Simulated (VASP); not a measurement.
Wanted: the native input for a VASP 6.6.1 run.

- Task: single point
- Functional: LDA
- Potentials or basis: VASP PAW LDA potentials, release 64 (Al, N)
- Cutoff: 520 eV
- k mesh: 8 × 8 × 3
- Occupations: gaussian, width 0.05 eV
- Spin: no spin polarisation
- Dipole correction: no
- Further INCAR settings: ALGO = Normal; EDIFF = 1e-06; NBANDS = 26; ISYM = 0

The structure of AlN lies in POSCAR:

```
AlN
1.0
   -3.0886152975      0.0000000000      0.0000000000
   -1.5443076488     -2.6748193102      0.0000000000
   -0.7721538244     -1.3374096551     11.8871685333
Al N
4 4
Direct
    0.3333333333     -0.0428305872      0.7523278410
    0.3333333333      0.1651072515      0.3364521636
    0.6666666667      0.6024095042      0.1285143249
    0.6666666667      0.3944716655      0.5443900023
    0.3333333333      0.2936215764      0.0794235138
    0.3333333333      0.0856837377      0.4952991913
    0.6666666667      0.5229859904      0.2873613526
    0.6666666667      0.3150481517      0.7032370300
```

This cell differs from its parent crystal: the part above a cut slid along it.

One way to write it, as run:

INCAR

```
PREC = Accurate
ENCUT = 520
EDIFF = 1E-6
ISMEAR = 0
SIGMA = 0.05
LREAL = False
LASPH = True
NELM = 60
ALGO = Normal
ISIF = 2
LWAVE = False
LCHARG = False
GGA = CA
NBANDS = 26
ISYM = 0
```

KPOINTS

```
regular mesh
0
Gamma
  8 8 3
```

Potentials or basis: VASP PAW LDA potentials, release 64 (Al, N).

Command:

```bash
$ cat potpaw_LDA.64/Al/POTCAR potpaw_LDA.64/N/POTCAR > POTCAR
$ mpirun -np 1 vasp_std > vasp.out
```

Results of the run:

| Item | Value |
| --- | --- |
| Pressure | -2.0 GPa |
| Largest force | 2.432 eV/Å |
| Band gap on the k mesh | zero (bands 16 and 17 overlap by 0.13 eV) |

Caveat: the cell differs from its parent crystal (the part above a cut slid along it); semilocal functionals underestimate gaps, and a narrow one can read as zero; forces of over 1 eV/Å act on the atoms, so gaps and moduli don't describe the material at rest.

Wall time 6.4 min on 1 thread of Intel Xeon 8259CL (shared host), peak memory 0.3 GiB.
